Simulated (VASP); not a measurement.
# KI (Fm-3m) in VASP: settings compared, part 2 of 2

VASP 6.6.1.

**3. Single point, LDA**

File INCAR:

```
PREC = Accurate ; ENCUT = 520
EDIFF = 1E-7 ; ISMEAR = 0
SIGMA = 0.01 ; LREAL = False
LASPH = True ; NELM = 60
ALGO = Normal ; ISIF = 2
LWAVE = False ; LCHARG = False
GGA = CA ; NBANDS = 15
```

File KPOINTS:

```
regular mesh
0
Gamma
  4 4 4
```

File POSCAR:

```
KI
1.0
    0.0000000000      3.5442852436      3.5442852436
    3.5442852436      0.0000000000      3.5442852436
    3.5442852436      3.5442852436      0.0000000000
K I
1 1
Direct
    0.0000000000      0.0000000000      0.0000000000
    0.5000000000      0.5000000000      0.5000000000
```

Potentials or basis: VASP PAW LDA potentials, release 64 (K_sv, I).

Run with:

```console
$ cat potpaw_LDA.64/K_sv/POTCAR potpaw_LDA.64/I/POTCAR > POTCAR
$ mpirun -np 1 vasp_std > vasp.out
```

Wall time 24 s (1 thread of AMD EPYC 7R13, shared host); peak memory 0.16 GiB.

It converged, with:

```
Free energy            : -6.1205 eV
Pressure               : -1.4 GPa
Band gap on the k mesh : 3.59 eV
```

Levels at points of the mesh, in eV from the valence-band top:
```csv
k point,band 4,band 5,band 6,band 7,band 8,band 9,band 10,band 11,band 12,band 13
"(0.00, 0.00, 0.00)",-11.88,-10.56,0.00,0.00,0.00,3.59,6.29,6.29,6.29,7.04
"(0.50, 0.00, 0.00)",-11.88,-10.27,-1.36,-0.34,-0.34,5.24,7.41,7.94,7.94,8.45
"(0.50, 0.50, 0.00)",-11.90,-10.41,-1.02,-0.37,-0.37,4.70,5.46,7.93,8.45,8.48
```

Caveat: spin-orbit coupling is left out, which moves the levels of the heavy elements.

**4. Single point, r2SCAN**

POSCAR is that of step 3.

File INCAR.step1:

```
PREC = Accurate
ENCUT = 520
ISMEAR = 0
SIGMA = 0.01
LREAL = False
LASPH = True
NELM = 100
NBANDS = 15
GGA = PE
ALGO = Normal
EDIFF = 1E-4
LWAVE = True
LCHARG = False
```

File INCAR.step2:

```
PREC = Accurate
ENCUT = 520
EDIFF = 1E-6
ISMEAR = 0
SIGMA = 0.01
LREAL = False
LASPH = True
NELM = 100
ALGO = Normal
ISIF = 2
LWAVE = False
LCHARG = False
METAGGA = R2SCAN
LMIXTAU = True
NBANDS = 15
ISTART = 1
```

KPOINTS is that of step 3.

Potentials or basis: VASP PAW PBE potentials, release 64 (K_sv, I).

Run with:

```console
$ cat potpaw_PBE.64/K_sv/POTCAR potpaw_PBE.64/I/POTCAR > POTCAR
$ cp INCAR.step1 INCAR
$ mpirun -np 1 vasp_std > vasp.out
$ cp INCAR.step2 INCAR
$ mpirun -np 1 vasp_std > vasp.out
```

It took 1.9 min on 1 thread of AMD EPYC 7R13, shared host; peak memory 0.23 GiB.

The run converged. Its results:

| Quantity | Value |
| --- | --- |
| Free energy | -33.9837 eV |
| Pressure | 0.0 GPa |
| Band gap on the k mesh | 4.58 eV |

Levels at points of the mesh, in eV from the valence-band top:
| k point | band 4 | band 5 | band 6 | band 7 | band 8 | band 9 | band 10 | band 11 | band 12 | band 13 |
| --- | --- | --- | --- | --- | --- | --- | --- | --- | --- | --- |
| (0.00, 0.00, 0.00) | -12.39 | -10.80 | 0.00 | 0.00 | 0.00 | 4.58 | 7.05 | 7.05 | 7.05 | 7.90 |
| (0.50, 0.00, 0.00) | -12.39 | -10.52 | -1.30 | -0.33 | -0.33 | 6.01 | 8.31 | 8.75 | 8.75 | 9.41 |
| (0.50, 0.50, 0.00) | -12.41 | -10.65 | -1.00 | -0.37 | -0.37 | 5.39 | 6.47 | 8.82 | 9.40 | 9.52 |

Caveat: the PAW data sets were made with another functional, which shifts forces and pressure a little; spin-orbit coupling is left out, which moves the levels of the heavy elements.

**5. Single point, PBE**

File INCAR:

```
SYSTEM = KI
  PREC = Accurate
  ENCUT = 520
  EDIFF = 1E-6
  ISMEAR = 0
  SIGMA = 0.01
  LREAL = .FALSE.
  LASPH = .TRUE.
  NELM = 80
  ALGO = Normal
  ISIF = 2
  LWAVE = .FALSE.
  LCHARG = .FALSE.
  GGA = PE
  NBANDS = 15
```

File KPOINTS:

```
regular mesh
0
G
  6 6 6
  0 0 0
```

POSCAR is that of step 4.

Potentials or basis: VASP PAW PBE potentials, release 64 (K_sv, I).

Run with:

```console
$ cat potpaw_PBE.64/K_sv/POTCAR potpaw_PBE.64/I/POTCAR > POTCAR
$ mpirun -np 1 vasp_std > vasp.out
```

OUTCAR:

```text
SYSTEM = KI
   PREC = Accurate
   ENCUT = 520
   EDIFF = 1E-6
   ISMEAR = 0
   LREAL = .FALSE.
   LASPH = .TRUE.
   NELM = 80
   ISIF = 2
   GGA = PE

 ion  position               nearest neighbor table
   1  0.000  0.000  0.000-   2 3.54   2 3.54   2 3.54   2 3.54   2 3.54   2 3.54
   2  0.500  0.500  0.500-   1 3.54   1 3.54   1 3.54   1 3.54   1 3.54   1 3.54

  LATTYP: Found a face centered cubic cell.
 ALAT       =     7.0885704872

  Lattice vectors:

 A1 = (   0.0000000000,   3.5442852436,   3.5442852436)
 A2 = (   3.5442852436,   0.0000000000,   3.5442852436)
[... 464 lines left out ...]

  FORCE on cell =-STRESS in cart. coord.  units (eV):
  Direction    XX          YY          ZZ          XY          YZ          ZX
  --------------------------------------------------------------------------------------
  -------------------------------------------------------------------------------------
  Total        0.2735096      0.2735096      0.2735096      0.0000000      0.0000000     -0.0000000
  in kB        4.9211572      4.9211572      4.9211572      0.0000000      0.0000000     -0.0000000
  external PRESSURE =       4.9211572 kB  Pullay stress =       0.0000000 kB

 VOLUME and BASIS-vectors are now :
 -----------------------------------------------------------------------------
  energy-cutoff  :      520.00
  volume of cell :       89.05
      direct lattice vectors                 reciprocal lattice vectors
     0.000000000  3.544285244  3.544285244    -0.141072167  0.141072167  0.141072167
     3.544285244  0.000000000  3.544285244     0.141072167 -0.141072167  0.141072167
     3.544285244  3.544285244  0.000000000     0.141072167  0.141072167 -0.141072167

 POSITION                                       TOTAL-FORCE (eV/Angst)
 -----------------------------------------------------------------------------------
      0.00000      0.00000      0.00000         0.000000      0.000000      0.000000
      3.54429      3.54429      3.54429        -0.000000     -0.000000     -0.000000
 -----------------------------------------------------------------------------------
    total drift:                                0.000000     -0.000000     -0.000000

  FREE ENERGIE OF THE ION-ELECTRON SYSTEM (eV)
  ---------------------------------------------------
  free  energy   TOTEN  =        -5.5594198700 eV

  energy  without entropy=       -5.5594198700  energy(sigma->0) =       -5.55941987
```

OSZICAR:

```text
N       E                     dE             d eps       ncg     rms          rms(c)
DAV:   1     0.898297455639E+02    0.89830E+02   -0.64503E+03   480   0.906E+02
DAV:   2    -0.319096372612E+00   -0.90149E+02   -0.83891E+02   622   0.212E+02
DAV:   3    -0.541218856529E+01   -0.50931E+01   -0.50704E+01   656   0.438E+01
DAV:   4    -0.563924700387E+01   -0.22706E+00   -0.22700E+00   801   0.831E+00
DAV:   5    -0.564179613509E+01   -0.25491E-02   -0.25491E-02   656   0.896E-01    0.300E+00
DAV:   6    -0.555763536236E+01    0.84161E-01   -0.95658E-02   627   0.179E+00    0.215E+00
DAV:   7    -0.555348313119E+01    0.41522E-02   -0.11339E-01   641   0.168E+00    0.783E-01
DAV:   8    -0.555875489860E+01   -0.52718E-02   -0.11913E-02   516   0.705E-01    0.130E-01
DAV:   9    -0.555925153802E+01   -0.49664E-03   -0.92457E-04   655   0.178E-01    0.790E-02
DAV:  10    -0.555936881436E+01   -0.11728E-03   -0.11530E-04   564   0.583E-02    0.215E-02
DAV:  11    -0.555942000050E+01   -0.51186E-04   -0.64186E-05   522   0.468E-02    0.180E-02
DAV:  12    -0.555941986996E+01    0.13054E-06   -0.25895E-06   647   0.124E-02
   1 F= -.55594199E+01 E0= -.55594199E+01  d E =-.724796E-16
```

stdout:

```text
POSCAR found type information on POSCAR K I
 POSCAR found :  2 types and       2 ions
 scaLAPACK will be used
 LDA part: xc-table for (Slater+PW92), standard interpolation
 POSCAR, INCAR and KPOINTS ok, starting setup
 FFT: planning ... GRIDC
 FFT: planning ... GRID_SOFT
 FFT: planning ... GRID
 WAVECAR not read
 entering main loop
```

Wall time 38 s (1 thread of AMD EPYC 7R13, shared host); peak memory 0.21 GiB.

What came out:

* Free energy: -5.5594 eV
* Pressure: 0.5 GPa
* Band gap on the k mesh: 3.94 eV

Levels at points of the mesh, in eV from the valence-band top:
```csv
k point,band 5,band 6,band 7,band 8,band 9,band 10,band 11,band 12
"(0.00, 0.00, 0.00)",-10.49,0.00,0.00,0.00,3.94,6.50,6.50,6.50
"(0.50, 0.00, 0.00)",-10.22,-1.30,-0.33,-0.33,5.51,7.68,8.12,8.12
"(0.50, 0.50, 0.00)",-10.35,-0.98,-0.36,-0.36,4.95,5.74,8.09,8.68
```

Caveat: spin-orbit coupling is left out, which moves the levels of the heavy elements.

**6. Single point, HSE06**

POSCAR is that of step 5.

File INCAR.step1:

```
PREC = Accurate ; ENCUT = 520
EDIFF = 1E-5 ; ISMEAR = 0
SIGMA = 0.01 ; LREAL = False
LASPH = True ; NELM = 60
ALGO = Normal ; ISIF = 2
LWAVE = True ; NBANDS = 15
GGA = PE
```

File INCAR.step2:

```
PREC = Accurate ; ENCUT = 520
EDIFF = 1E-6 ; ISMEAR = 0
SIGMA = 0.01 ; LREAL = False
LASPH = True ; NELM = 60
ALGO = Normal ; ISIF = 2
LWAVE = False ; LCHARG = True
GGA = PE ; LHFCALC = True
HFSCREEN = 0.2079 ; PRECFOCK = Normal
LELF = True ; LVHAR = True
NBANDS = 15 ; ISTART = 1
```

File KPOINTS:

```
Automatic mesh
0
Gamma
  4 4 4
```

Potentials or basis: VASP PAW PBE potentials, release 64 (K_sv, I).

Run with:

```console
$ cat potpaw_PBE.64/K_sv/POTCAR potpaw_PBE.64/I/POTCAR > POTCAR
$ cp INCAR.step1 INCAR
$ mpirun -np 1 vasp_std > vasp.out
$ cp INCAR.step2 INCAR
$ mpirun -np 1 vasp_std > vasp.out
```

It took 16 min on 1 thread of AMD EPYC 7R13, shared host; peak memory 0.33 GiB.

The run converged. Its results:

- Free energy: -6.4023 eV
- Pressure: 0.3 GPa
- Band gap on the k mesh: 4.93 eV

Levels at points of the mesh, in eV from the valence-band top:
```
           k point  band 4  band 5  band 6  band 7  band 8  band 9  band 10  band 11  band 12  band 13
(0.00, 0.00, 0.00)  -12.98  -11.38    0.00    0.00    0.00    4.93     7.65     7.65     7.65     8.48
(0.50, 0.00, 0.00)  -12.98  -11.07   -1.37   -0.34   -0.34    6.48     8.88     9.22     9.22    10.11
(0.50, 0.50, 0.00)  -13.00  -11.21   -1.05   -0.39   -0.39    5.95     6.81     9.46     9.86    10.14
```

Caveat: the PAW data sets were made with another functional, which shifts forces and pressure a little; spin-orbit coupling is left out, which moves the levels of the heavy elements.

**7. The runs side by side**

```tsv
level	potentials or basis	k mesh	grid for exact exchange (PRECFOCK)	share of exact exchange	screening parameter	gap on the mesh (eV)	pressure (GPa)
PBE	VASP PAW PBE potentials, release 64 (K_sv, I)	4 × 4 × 4	-	-	-	3.94	0.5
LDA	VASP PAW LDA potentials, release 64 (K_sv, I)	4 × 4 × 4	-	-	-	3.59	-1.4
r2SCAN	VASP PAW PBE potentials, release 64 (K_sv, I)	4 × 4 × 4	-	-	-	4.58	0.0
PBE	VASP PAW PBE potentials, release 64 (K_sv, I)	6 × 6 × 6	-	-	-	3.94	0.5
HSE06	VASP PAW PBE potentials, release 64 (K_sv, I)	4 × 4 × 4	Normal	0.25	0.2079 1/Å	4.93	0.3
```

Alike in all rows: task single point; no spin polarisation; cell as given; cutoff (eV) 520; smearing gaussian 0.01 eV.

Caveats: spin-orbit coupling is left out, which moves the levels of the heavy elements; the PAW data sets were made with another functional, which shifts forces and pressure a little (at least some runs).

Total energies depend on the potentials used, so only differences within one code and one set of settings carry meaning.
